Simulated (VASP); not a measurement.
Wanted: the native input for a VASP 6.6.1 run.

```yaml
Task: single point
Functional: PBE
Dispersion: D3(BJ)
Potentials_or_basis: VASP PAW PBE potentials, release 64 (Mg, O)
Cutoff: 520 eV
k_mesh: 2 × 2 × 2
Occupations: gaussian, width 0.02 eV
Spin: no spin polarisation
Dipole_correction: no
Further_INCAR_settings: LREAL = Auto; ALGO = Normal; EDIFF = 1e-06; NBANDS = 47
```

The structure of Mg9O8 (a cell with a defect) lies in POSCAR:

```
Mg9O8
1.0
    0.0000000000      4.2250000000      4.2250000000
    4.2250000000      0.0000000000      4.2250000000
    4.2250000000      4.2250000000      0.0000000000
Mg O
9 8
Direct
    0.0058333769     -0.0019234341     -0.0020366104
    0.0176233208     -0.0556218522      0.5168657272
    0.0258552706      0.5253024489     -0.0762558928
    0.0174308278      0.5211076707      0.5166864171
    0.5025538136     -0.0037926147      0.0020846118
    0.4980388824     -0.0020964801      0.5060688497
    0.5026087036      0.4990867436      0.0021229043
    0.4262728929      0.5247645546      0.5243522062
    0.8630458271      0.3879904631      0.3601685774
    0.2498831514      0.2462193266      0.2576704218
    0.2577240851      0.2270679785      0.7571721315
    0.2559843102      0.7572546839      0.2293569818
    0.2578314287      0.7579537599      0.7572701834
    0.7515625996      0.2268153581      0.2526661393
    0.7577704178      0.2471585438      0.7478722636
    0.7517452419      0.7683587210      0.2527861454
    0.7299971496      0.7572718285      0.7553096427
```

One way to write it, as run:

INCAR

```
  ALGO = Normal
  EDIFF = 1E-6
  ENCUT = 520
  GGA = PE
  ISIF = 2
  ISMEAR = 0
  IVDW = 12
  LASPH = T
  LCHARG = F
  LREAL = Auto
  LWAVE = F
  NBANDS = 47
  NELM = 100
  PREC = Accurate
  SIGMA = 0.02
```

KPOINTS

```
k-points
0
Gamma
  2 2 2
```

Potentials or basis: VASP PAW PBE potentials, release 64 (Mg, O).

Run with:

```bash
$ cat potpaw_PBE.64/Mg/POTCAR potpaw_PBE.64/O/POTCAR > POTCAR
$ mpirun -np 1 vasp_std > vasp.out
```

It gave:

```json
{
 "Pressure": "34.1 GPa",
 "Largest force": "0.040 eV/Å",
 "Band gap on the k mesh": "zero (bands 33 and 34 overlap by 0.48 eV)",
 "Dispersion energy per atom": "-0.330 eV"
}
```

Caveat: the k points lie up to 0.64 Å⁻¹ apart.

Run time: 2 min on 1 thread of Intel(R) Xeon(R) Platinum 8488C (Sapphire Rapids), on a shared host, peak memory 0.33 GiB.
